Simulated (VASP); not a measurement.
Input of a VASP 6.6.1 run:

File INCAR:

```
PREC = Accurate
ENCUT = 520
EDIFF = 1E-6
ISMEAR = 0
SIGMA = 0.15
LREAL = False
LASPH = True
NELM = 150
ALGO = Normal
ISIF = 2
LWAVE = False
LCHARG = True
ISPIN = 2
MAGMOM = 0.333 0.333 0.333 0
LORBIT = 11
NUPDOWN = 1.0
LMAXMIX = 4
GGA = PE
LELF = True
LVHAR = True
NBANDS = 32
```

KPOINTS

```
Automatic mesh
0
Gamma
  18 18 6
```

POSCAR

```
Ti3Al
1.0
    3.0150943746      0.0000000000      0.0000000000
   -1.5075471873      2.6111483232      0.0000000000
    0.0000000000      0.0000000000      9.5004881462
Ti Al
3 1
Direct
    0.6666666667      0.3333333333      0.0000000000
    0.3333333333      0.6666666667      0.7504575668
    0.3333333333      0.6666666667      0.2495424332
    0.6666666667      0.3333333333      0.5000000000
```

Potentials or basis: VASP PAW PBE potentials, release 64 (Ti_sv, Al).

Launch:

```console
$ cat potpaw_PBE.64/Ti_sv/POTCAR potpaw_PBE.64/Al/POTCAR > POTCAR
$ mpirun -np 1 vasp_std > vasp.out
```

**Question.** What does it give for the largest force?

**Answer.** 0.004 eV/Å.

**Question.** Predict the pressure.

**Answer.** -7.8 GPa.

Forces in eV/Å, atoms in the order of the input:
```
Ti   0.000  0.000  0.000
Ti   0.000  0.000 -0.004
Ti   0.000  0.000  0.004
Al   0.000  0.000  0.000
```

Caveat: the cell stands under tension; the total moment is fixed, so each spin has its own Fermi level and the state may be an excited one.
